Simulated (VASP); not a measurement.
Runs of VASP 6.6.1 on H. The structure is that of space group P6_3/mmc (No. 194), or close to it. The cells are those of the table. 

| task | cell | cutoff (eV) | gap on the mesh (eV) | pressure (GPa) |
| --- | --- | --- | --- | --- |
| single point | a = 1.974, b = 1.974, c = 3.171 Å, angles 90.0, 90.0, 120.0°, 2 atoms | 500 | none | (b) |
| single point | a = 1.995, b = 1.995, c = 3.204 Å, angles 90.0, 90.0, 120.0°, 2 atoms | 500 | none | (a) |
| electric field gradients | a = 1.974, b = 1.974, c = 3.171 Å, angles 90.0, 90.0, 120.0°, 2 atoms | 400 | none | -24.9 |
| electric field gradients | a = 2.035, b = 2.035, c = 3.269 Å, angles 90.0, 90.0, 120.0°, 2 atoms | 400 | none | -24.4 |
| single point | a = 2.035, b = 2.035, c = 3.269 Å, angles 90.0, 90.0, 120.0°, 2 atoms | 500 | none | -23.7 |

Alike in all rows: level PBE; potentials or basis VASP PAW PBE potentials, release 64 (H); no spin polarisation; k mesh 13 × 13 × 7; smearing fermi-dirac 0.01 eV.

Task: Fill in the values left out.

Result: (a) -24.0; (b) -24.1.

Caveats: the cell stands under tension.

A gap of «none» marks levels without a gap at the run's occupations.
